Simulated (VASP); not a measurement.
**CdO: single point with PBE**

CdO:

```
Cd O
1.0
     0.00000    2.37912    2.37912
     2.37912    0.00000    2.37912
     2.37912    2.37912    0.00000
Cd O
1 1
Direct
  0.00000 0.00000 0.00000
  0.50000 0.50000 0.50000
```

This cell differs from its parent crystal: strained.

```
Program             : VASP 6.6.1
Task                : single point
Functional          : PBE
Potentials or basis : VASP PAW PBE potentials, release 64 (Cd_sv_GW, O)
Cutoff              : 700 eV
k mesh              : 16 × 16 × 16
Occupations         : gaussian, width 0.1 eV
Spin                : no spin polarisation
```

| Quantity | Value |
| --- | --- |
| Pressure | 0.6 GPa |
| Band gap on the k mesh | zero (bands 13 and 14 overlap by 0.48 eV) |

Levels at points of the mesh, in eV from the Fermi level:
```
           k point  band 11  band 12  band 13  band 14  band 15  band 16
(0.00, 0.00, 0.00)    -1.31    -1.31    -1.31    -0.57    14.41    16.69
(0.50, 0.00, 0.00)    -3.80    -0.09    -0.09     4.34     6.98    11.62
(0.50, 0.50, 0.00)    -4.14    -2.22    -2.22     3.66     8.28    11.01
```

Run time: 2.8 min on 1 thread of Intel(R) Xeon(R) Platinum 8175M CPU @ 2.50GHz (Skylake/Cascade Lake), with other jobs on the host, peak memory 0.29 GiB.

Caveat: the cell differs from its parent crystal (strained); semilocal functionals underestimate gaps, and a narrow one can read as zero.
